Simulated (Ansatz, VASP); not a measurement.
One calculation of Sn, two programs

The input POSCAR:

```
Sn
1.0
   -2.9482820713      2.9504023647      1.5888172584
    2.9504023647     -2.9482820713      1.5888172584
    2.9460530987      2.9460530987     -1.5849306448
Sn
2
Direct
    0.0000251473      0.9999748527      0.0000000000
    0.7499748527      0.2500251473      0.5000000000
```

The input INCAR.step1:

```
PREC = Accurate
ENCUT = 520
ISMEAR = 1
SIGMA = 0.6
LREAL = False
LASPH = True
NELM = 80
NBANDS = 21
GGA = PE
ALGO = Normal
EDIFF = 1E-4
LWAVE = True
LCHARG = False
```

INCAR.step2

```
PREC = Accurate
ENCUT = 520
EDIFF = 1E-6
ISMEAR = 1
SIGMA = 0.6
LREAL = False
LASPH = True
NELM = 80
ALGO = Normal
ISIF = 2
LWAVE = False
LCHARG = True
METAGGA = R2SCAN
LMIXTAU = True
LELF = True
LVHAR = True
NBANDS = 21
ISTART = 1
```

KPOINTS

```
Automatic mesh
0
Gamma
  11 11 8
```

Input for Ansatz:

```yaml
crystal:
  lattice:
    - [-2.9482820713, 2.9504023647, 1.5888172584]
    - [2.9504023647, -2.9482820713, 1.5888172584]
    - [2.9460530987, 2.9460530987, -1.5849306448]
  atoms:
    - { symbol: Sn, position: [2.51473e-05, 0.9999748527, 0.0] }
    - { symbol: Sn, position: [0.7499748527, 0.2500251473, 0.5] }
hamiltonian:
  xc: r2scan
  pseudopotentials:
    kind: paw
    azcp:
      Sn: "pseudopotentials/Sn.paw.azcp"
basis:
  ecutwfc: 500
  fft_grid_basis: typed
kpoints:
  mp_grid: { grid: [11, 11, 8], shift: [0, 0, 0] }
magnetization:
  spin_polarized: false
scf:
  occupations: { method: methfessel_paxton, width: 0.6 }
  lower_state_search: "off"
output:
  stress: true
  write_density: true
  write_potential: true
  elf: true
  volumetric_format: npy
```

Alike in both runs: task single point; functional r2SCAN; k mesh 11 × 11 × 8; occupations methfessel-paxton of order 1, width 0.6 eV; no spin polarisation.

|  | VASP | Ansatz |
| --- | --- | --- |
| version | VASP 6.6.1 | Ansatz 0.2.0 |
| potentials or method | VASP PAW PBE potentials, release 64 (Sn_d), cutoff 520 eV | plane waves (500 eV) with PAW, scalar-relativistic |
| valence electrons in the cell | 28 | 28 |

```tsv
	VASP	Ansatz	Ansatz less VASP
pressure (GPa)	-0.1	-0.1	+0.01
traceless stress, the component that is largest in VASP (GPa)	0.09	0.09	+0.003
```

VASP's potentials were made for PBE, not for r2SCAN.
